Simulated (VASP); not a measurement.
# TePb (P1) in VASP: further runs

Runs on TePb. Level: PBE. Tasks: single point.

Everything below comes from runs of VASP 6.6.1. Logs are shortened: lines on timing, memory, paths and dates and some standing lists are left out, and cuts for length are marked.

### Step 1. The cell of the first run

The typed cell holds 4 atoms: a = 5.516 Å, b = 5.516 Å, c = 6.596 Å, α = 90.00°, β = 90.00°, γ = 120.00°.

### Step 2. Single point, PBE

Input file INCAR:

```
PREC     = Accurate       # precision mode
ENCUT    = 520            # plane-wave cutoff, eV
EDIFF    = 1E-7           # SCF threshold, eV
ISMEAR   = -1             # smearing method
SIGMA    = 0.02           # smearing width, eV
LREAL    = F              # projectors in reciprocal space
LASPH    = T              # aspherical terms in the spheres
NELM     = 80             # most SCF steps
ALGO     = Normal         # electronic algorithm
ISIF     = 2              # what is computed and relaxed
LWAVE    = F              # write WAVECAR
LCHARG   = F              # write CHGCAR
GGA      = PE             # functional
NBANDS   = 28             # bands
```

Input file KPOINTS:

```
regular mesh
0
Gamma
  6 6 2
```

Input file POSCAR:

```
TePb
1.0
    5.5155160000      0.0000000000      0.0000000000
   -2.7577580000      4.7765770000      0.0000000000
    0.0000000000      0.0000000000      6.5958160000
Pb Te
2 2
Direct
    0.3302379173      0.6676613818     -0.0568947042
    0.6672135896      0.3328548875      0.4360534011
    0.3390455425      0.6706118210      0.4315334145
    0.6632874898      0.3318535428      0.9396112627
```

Potentials or basis: VASP PAW PBE potentials, release 64 (Pb_d, Te).

Started as:

```bash
cat potpaw_PBE.64/Pb_d/POTCAR potpaw_PBE.64/Te/POTCAR > POTCAR
mpirun -np 1 vasp_std > vasp.out
```

OUTCAR:

```text
PREC = Accurate
   ENCUT = 520
   EDIFF = 1E-7
   ISMEAR = -1
   LREAL = F
   LASPH = T
   NELM = 80
   ISIF = 2
   GGA = PE

 ion  position               nearest neighbor table
   1  0.330  0.668  0.943-   4 3.17   4 3.19   4 3.19   3 3.22   3 3.37
   2  0.667  0.333  0.436-   3 3.16   3 3.18   3 3.21   4 3.27   4 3.32
   3  0.339  0.671  0.432-   2 3.16   2 3.18   2 3.21   1 3.22   1 3.37
   4  0.663  0.332  0.940-   1 3.17   1 3.19   1 3.19   2 3.27   2 3.32

  LATTYP: Found a hexagonal cell.
 ALAT       =     5.5155160000
 C/A-ratio  =     1.1958656271

  Lattice vectors:

 A1 = (   5.5155160000,   0.0000000000,   0.0000000000)
 A2 = (  -2.7577580000,   4.7765770000,   0.0000000000)
 A3 = (   0.0000000000,   0.0000000000,   6.5958160000)

Analysis of symmetry for initial positions (statically):
=====================================================================
 Subroutine PRICEL returns:
 Original cell was already a primitive cell.

 Routine SETGRP: Setting up the symmetry group for a
 hexagonal supercell.

 Subroutine GETGRP returns: Found  1 space group operations
 (whereof  1 operations were pure point group operations)
 out of a pool of 24 trial point group operations.

The static configuration has the point symmetry C_1 .

Analysis of symmetry for dynamics (positions and initial velocities):
=====================================================================
 Subroutine PRICEL returns:
 Original cell was already a primitive cell.

 Routine SETGRP: Setting up the symmetry group for a
 hexagonal supercell.

 Subroutine GETGRP returns: Found  1 space group operations
 (whereof  1 operations were pure point group operations)
 out of a pool of 24 trial point group operations.

The dynamic configuration has the point symmetry C_1 .

 Subroutine INISYM returns: Found  1 space group operations
 (whereof  1 operations are pure point group operations),
 and found     1 'primitive' translations

----------------------------------------------------------------------------------------

                                     Primitive cell

  volume of cell :     173.7687

  direct lattice vectors                    reciprocal lattice vectors
     5.515516000  0.000000000  0.000000000     0.181306699  0.104677471  0.000000000
    -2.757758000  4.776577000  0.000000000     0.000000000  0.209354942  0.000000000
     0.000000000  0.000000000  6.595816000     0.000000000  0.000000000  0.151611264

  length of vectors
     5.515516000  5.515516025  6.595816000     0.209354943  0.209354942  0.151611264

  position of ions in fractional coordinates (direct lattice)
     0.330237917  0.667661382  0.943105296
     0.667213590  0.332854887  0.436053401
     0.339045543  0.670611821  0.431533415
     0.663287490  0.331853543  0.939611263

  ion indices of the primitive-cell ions
   primitive index   ion index
                 1           1
                 2           2
                 3           3
                 4           4

----------------------------------------------------------------------------------------

 KPOINTS: regular mesh

Automatic generation of k-mesh.
 Grid dimensions read from file:
 generate k-points for:    6    6    2

 Generating k-lattice:

  Cartesian coordinates                     Fractional coordinates (reciprocal lattice)
     0.030217783  0.017446245  0.000000000     0.166666667  0.000000000  0.000000000
     0.000000000  0.034892490  0.000000000     0.000000000  0.166666667  0.000000000
     0.000000000  0.000000000  0.075805632     0.000000000  0.000000000  0.500000000

  Length of vectors
     0.034892490  0.034892490  0.075805632

  Shift w.r.t. Gamma in fractional coordinates (k-lattice)
     0.000000000  0.000000000  0.000000000

 Subroutine IBZKPT returns following result:
 ===========================================

 Found     40 irreducible k-points:

 Following reciprocal coordinates:
            Coordinates               Weight
  0.000000  0.000000  0.000000      1.000000
  0.166667  0.000000  0.000000      2.000000
  0.000000  0.166667  0.000000      2.000000
 -0.166667  0.166667  0.000000      2.000000
  0.333333  0.000000  0.000000      2.000000
  0.000000  0.333333  0.000000      2.000000
[... 16 lines left out ...]
  0.000000  0.166667  0.500000      2.000000
 -0.166667  0.166667  0.500000      2.000000
 [... further k-points ...]
   k-points           NKPTS =     40   k-points in BZ     NKDIM =     40   number of bands    NBANDS=     28
   number of dos      NEDOS =    301   number of ions     NIONS =      4
   total plane-waves  NPLWV =  88200
   dimension x,y,z NGX =    42 NGY =   42 NGZ =   50
   dimension x,y,z NGXF=    84 NGYF=   84 NGZF=  100
   ions per type =               2   2
   NGX,Y,Z   is equivalent  to a cutoff of  12.66, 12.66, 12.60 a.u.
   NGXF,Y,Z  is equivalent  to a cutoff of  25.32, 25.32, 25.20 a.u.
 SYSTEM =  unknown system
   PREC   = accura    normal or accurate (medium, high low for compatibility)
   ISTART =      0    job   : 0-new  1-cont  2-samecut
   ICHARG =      2    charge: 1-file 2-atom 10-const
   ISPIN  =      1    spin polarized calculation?
   LNONCOLLINEAR =      F non collinear calculations
   LSORBIT =      F    spin-orbit coupling
   LASPH  =      T    aspherical Exc in radial PAW
   ENCUT  =  520.0 eV  38.22 Ry    6.18 a.u.  10.26 10.26 12.26*2*pi/ulx,y,z
   NELM   =     80;   NELMIN=  2; NELMDL= -5     # of ELM steps
   EDIFF  = 0.1E-06   stopping-criterion for ELM
   LREAL  =      F    real-space projection
   EDIFFG = 0.1E-05   stopping-criterion for IOM
   NSW    =      0    number of steps for IOM
   IBRION =     -1    ionic relax: 0-MD 1-quasi-New 2-CG
   NFREE  =      0    steps in history (QN), initial steepest desc. (CG)
   ISIF   =      2    stress and relaxation
   ISYM   =      2    0-nonsym 1-usesym 2-fastsym
   POTIM  = 0.5000    time-step for ionic-motion
   TEBEG  =    0.0;   TEEND  =   0.0 temperature during run
   PSTRESS=    0.0 pullay stress
   NELECT =      40.0000    total number of electrons
   NUPDOWN=      -1.0000    fix difference up-down
   EMIN   =  10.00;   EMAX   =-10.00  energy-range for DOS
   EFERMI =   0.00;   METHOD = LEGACY
   ISMEAR =    -1;   SIGMA  =   0.02  broadening in eV -4-tet -1-fermi 0-gaus
   EFERMI_NEDOS =   21; number of points for ismear=-14 and -15
   IALGO  =     38    algorithm
   IMIX   =      4    mixing-type and parameters
     AMIX     =   0.40;   BMIX     =  1.00
     AMIX_MAG =   1.60;   BMIX_MAG =  1.00
  volume/ion in A,a.u.               =      43.44       293.16
  Fermi-wavevector in a.u.,A,eV,Ry     =   1.003316  1.895992 13.696205  1.006643
  Thomas-Fermi vector in A             =   2.135860
   LORBIT       =      0    0 simple, 1 ext, 2 COOP (PROOUT), +10 PAW based schemes
   GGA     = PE    functional components
   LHFCALC =     F    Hartree Fock is set to
   AEXX    =    0.0000 exact exchange contribution
   IVDW    =     0    specifies the selected vdW correction
   LEPSILON=     F    determine dielectric tensor
   LRPA    =     F    only Hartree local field effects (RPA)
 non-spin polarized calculation
  energy-cutoff  :      520.00
  volume of cell :      173.77
 maximum number of plane-waves:      4716
 NGX is ok and might be reduce to    42
   NGX = 21   NGY = 21   NGZ = 25

 number of electron      40.0000005 magnetization

 Free energy of the ion-electron system (eV)
  ---------------------------------------------------
  ext. energy  EPLUGINS =         0.00000000
  ---------------------------------------------------
  free energy    TOTEN  =       -14.35084432 eV

  energy without entropy =      -14.35084432  energy(sigma->0) =      -14.35084432

 E-fermi :   3.9202     XC(G=0):  -7.9044

 val. band max:        3.4403015795   @ k =   0.3333   0.3333   0.5000
 cond. band min:       4.5489363387   @ k =   0.3333   0.3333   0.5000
 fundamental gap:      1.1086347592
 Fermi energy:         3.9202060295

 k-point     1 :       0.0000    0.0000    0.0000
  band No.  band energies     occupation
      1     -13.4544      2.00000
      2     -13.4117      2.00000
      3     -13.4083      2.00000
      4     -13.4043      2.00000
      5     -13.3985      2.00000
      6     -13.3972      2.00000
[... 20 lines left out ...]
     27       8.9250      0.00000
     28       8.9552      0.00000

 k-point     2 :       0.1667    0.0000    0.0000
  band No.  band energies     occupation
      1     -13.4523      2.00000
      2     -13.4139      2.00000
      3     -13.4079      2.00000
      4     -13.4049      2.00000
      5     -13.3975      2.00000
      6     -13.3966      2.00000
[... 20 lines left out ...]
     27       8.6677      0.00000
     28       8.8398      0.00000

 k-point     3 :       0.0000    0.1667    0.0000
  band No.  band energies     occupation
      1     -13.4523      2.00000
      2     -13.4140      2.00000
      3     -13.4087      2.00000
      4     -13.4040      2.00000
      5     -13.3978      2.00000
      6     -13.3961      2.00000
[... 20 lines left out ...]
     27       8.6779      0.00000
     28       8.8948      0.00000

 k-point     4 :      -0.1667    0.1667    0.0000
  band No.  band energies     occupation
      1     -13.4523      2.00000
      2     -13.4139      2.00000
      3     -13.4084      2.00000
      4     -13.4043      2.00000
      5     -13.3978      2.00000
      6     -13.3962      2.00000
[... 578 lines left out ...]
     27       9.2799      0.00000
     28       9.3621      0.00000

 k-point    23 :       0.0000    0.1667    0.5000
  band No.  band energies     occupation
      1     -13.4351      2.00000
      2     -13.4218      2.00000
      3     -13.4068      2.00000
      4     -13.4031      2.00000
      5     -13.4022      2.00000
      6     -13.4009      2.00000
[... 20 lines left out ...]
     27       9.2808      0.00000
     28       9.3635      0.00000

 k-point    24 :      -0.1667    0.1667    0.5000
  band No.  band energies     occupation
      1     -13.4351      2.00000
      2     -13.4218      2.00000
      3     -13.4067      2.00000
      4     -13.4032      2.00000
      5     -13.4024      2.00000
      6     -13.4009      2.00000
[... 20 lines left out ...]
     27       9.2790      0.00000
     28       9.3616      0.00000

 [... further k-points ...]

------------------------ aborting loop because EDIFF is reached ----------------------------------------

  FORCE on cell =-STRESS in cart. coord.  units (eV):
  Direction    XX          YY          ZZ          XY          YZ          ZX
  --------------------------------------------------------------------------------------
  -------------------------------------------------------------------------------------
  Total       -0.7028631     -0.5796598      3.5509732     -0.0096636     -0.0057740     -0.0052444
  in kB       -6.4805204     -5.3445640     32.7405907     -0.0891002     -0.0532373     -0.0483541
  external PRESSURE =       6.9718354 kB  Pullay stress =       0.0000000 kB

 VOLUME and BASIS-vectors are now :
 -----------------------------------------------------------------------------
  energy-cutoff  :      520.00
  volume of cell :      173.77
      direct lattice vectors                 reciprocal lattice vectors
     5.515516000  0.000000000  0.000000000     0.181306699  0.104677471  0.000000000
    -2.757758000  4.776577000  0.000000000     0.000000000  0.209354942  0.000000000
     0.000000000  0.000000000  6.595816000     0.000000000  0.000000000  0.151611264

 POSITION                                       TOTAL-FORCE (eV/Angst)
 -----------------------------------------------------------------------------------
     -0.01982      3.18914      6.22055         0.014082     -0.031015     -0.015373
      2.76209      1.58991      2.87613         0.039830      0.054849      0.033346
      0.02063      3.20323      2.84631        -0.026560     -0.044252      0.090699
      2.74320      1.58512      6.19750        -0.027352      0.020417     -0.108673
 -----------------------------------------------------------------------------------
    total drift:                                0.000265      0.000018     -0.000097

  FREE ENERGIE OF THE ION-ELECTRON SYSTEM (eV)
  ---------------------------------------------------
  free  energy   TOTEN  =       -14.3508443182 eV

  energy  without entropy=      -14.3508443181  energy(sigma->0) =      -14.35084432
```

It took 3.2 min on 1 thread of Intel Xeon Platinum 8259CL at 2.50GHz (Skylake/Cascade Lake), shared host; peak memory 0.37 GiB.

Results:

```
Free energy            : -14.3508 eV
Pressure               : 0.7 GPa
Largest force          : 0.114 eV/Å
Band gap on the k mesh : 1.11 eV
```

Forces in eV/Å, atoms in the order of the input:
```
Pb   0.014 -0.031 -0.015
Pb   0.040  0.055  0.033
Te  -0.027 -0.044  0.091
Te  -0.027  0.020 -0.109
```

Caveat: the k points lie up to 0.48 Å⁻¹ apart; the atoms stand as in a frame of molecular dynamics; spin-orbit coupling is left out, which moves the levels of the heavy elements. A k mesh can miss the band edges.

### Step 3. Single point, PBE

This run uses another cell than the first one, of 45.62 Å³/atom.

Input file INCAR:

```
ALGO = Normal
EDIFF = 1E-7
ENCUT = 520
GGA = PE
ISIF = 2
ISMEAR = -1
LASPH = True
LCHARG = False
LREAL = False
LWAVE = False
NBANDS = 28
NELM = 100
PREC = Accurate
SIGMA = 0.02
```

Input file KPOINTS:

```
k-points
0
Gamma
  6 6 2
```

Input file POSCAR:

```
TePb
1.0
    5.6061990000      0.0000000000      0.0000000000
   -2.8031000000      4.8551110000      0.0000000000
    0.0000000000      0.0000000000      6.7042610000
Pb Te
2 2
Direct
    0.3259325000      0.6675785579     -0.0553037837
    0.6714689269      0.3357762572      0.4340030915
    0.3438154629      0.6729306498      0.4314083238
    0.6633348531      0.3366077521      0.9417639021
```

Potentials or basis: VASP PAW PBE potentials, release 64 (Pb_d, Te).

Started as:

```bash
cat potpaw_PBE.64/Pb_d/POTCAR potpaw_PBE.64/Te/POTCAR > POTCAR
mpirun -np 1 vasp_std > vasp.out
```

Run time: 3.1 min. Hardware: 1 thread of Intel Xeon Platinum 8259CL at 2.50GHz (Skylake/Cascade Lake), shared host; peak memory 0.38 GiB.

Results (log left out):

```yaml
Free_energy: -14.3503 eV
Pressure: -0.7 GPa
Largest_force: 0.113 eV/Å
Band_gap_on_the_k_mesh: 1.16 eV
```

Forces on the atoms (eV/Å):
```
Pb   0.039  0.026  0.023
Pb   0.040  0.038  0.001
Te  -0.022 -0.034  0.069
Te  -0.057 -0.029 -0.093
```

Stress tensor (GPa, compression positive):
```
-1.79  0.01 -0.02
 0.01 -1.78  0.00
-0.02  0.00  1.62
```

Levels at points of the mesh, in eV from the valence-band top:
| k point | band 16 | band 17 | band 18 | band 19 | band 20 | band 21 | band 22 | band 23 | band 24 | band 25 |
| --- | --- | --- | --- | --- | --- | --- | --- | --- | --- | --- |
| (0.00, 0.00, 0.00) | -2.39 | -2.36 | -1.19 | -1.18 | -1.15 | 1.41 | 1.46 | 2.84 | 2.90 | 3.90 |
| (0.50, 0.00, 0.00) | -2.92 | -2.17 | -1.72 | -1.55 | -0.36 | 2.29 | 3.32 | 3.37 | 3.88 | 4.67 |
| (0.00, 0.50, 0.00) | -2.91 | -2.19 | -1.73 | -1.55 | -0.33 | 2.28 | 3.30 | 3.39 | 4.05 | 4.64 |
| (0.50, 0.50, 0.00) | -2.92 | -2.19 | -1.74 | -1.56 | -0.32 | 2.26 | 3.30 | 3.39 | 4.13 | 4.64 |
| (0.00, 0.00, 0.50) | -1.89 | -1.75 | -1.74 | -1.16 | -0.91 | 1.80 | 1.82 | 1.97 | 1.99 | 2.07 |
| (0.50, 0.00, 0.50) | -2.25 | -1.28 | -1.18 | -0.55 | -0.45 | 1.25 | 1.40 | 2.54 | 2.69 | 3.73 |
| (0.00, 0.50, 0.50) | -2.25 | -1.25 | -1.14 | -0.59 | -0.48 | 1.23 | 1.37 | 2.58 | 2.71 | 3.72 |
| (0.50, 0.50, 0.50) | -2.25 | -1.24 | -1.12 | -0.61 | -0.50 | 1.23 | 1.37 | 2.59 | 2.72 | 3.72 |

Caveat: the k points lie up to 0.47 Å⁻¹ apart; the atoms stand as in a frame of molecular dynamics; spin-orbit coupling is left out, which moves the levels of the heavy elements.
